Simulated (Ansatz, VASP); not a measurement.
# Ba: VASP beside Ansatz

```
Ba
1.0
     0.00000    3.85728    3.85728
     3.85728    0.00000    3.85728
     3.85728    3.85728    0.00000
Ba
2
Direct
  0.12500 0.12500 0.12500
  0.87500 0.87500 0.87500
```

Alike in both runs: task single point; functional PBE; k mesh 8 × 8 × 8; occupations fermi-dirac, width 0.1 eV; no spin polarisation.

|  | VASP | Ansatz |
| --- | --- | --- |
| version | VASP 6.6.1 | Ansatz 0.2.0 |
| potentials or method | VASP PAW PBE potentials, release 64 (Ba_sv), cutoff 520 eV | plane waves (420 eV) with PAW, scalar-relativistic |
| valence electrons in the cell | 20 | 20 |

```csv
,VASP,Ansatz,Ansatz less VASP
pressure (GPa),0.3,-0.1,-0.39
```

Neither program's run includes spin-orbit coupling.
